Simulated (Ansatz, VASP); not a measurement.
One calculation of Si, two programs

```
Si
1.0
    -1.62691    1.62691    1.35994
     1.62691   -1.62691    1.35994
     1.62691    1.62691   -1.35994
Si
1
Direct
  0.00000 0.00000 0.00000
```

Change from the starting cell: strain +0.000 along x and y, +0.030 along z, atoms carried along.

Alike in both runs: task single point; functional LDA; k mesh 22 × 22 × 22; occupations gaussian, width 0.15 eV; no spin polarisation.

|  | VASP | Ansatz |
| --- | --- | --- |
| version | VASP 6.6.1 | Ansatz 0.2.0 |
| potentials or method | VASP PAW LDA potentials, release 64 (Si), cutoff 520 eV | scalar-relativistic, plane waves, PAW |
| valence electrons in the cell | 4 | 4 |

```tsv
	VASP	Ansatz	Ansatz less VASP
gap on the k mesh at the Fermi level (eV)	none	none	-
pressure (GPa)	-3.0	-3.0	-0.06
traceless stress, the component that is largest in VASP (GPa)	-1.47	-1.44	+0.029
```

LDA's correlation is that of Perdew and Zunger in VASP and of Perdew and Wang (1992) in Ansatz. A gap of «none» marks a metal or a gap that the smearing closes.
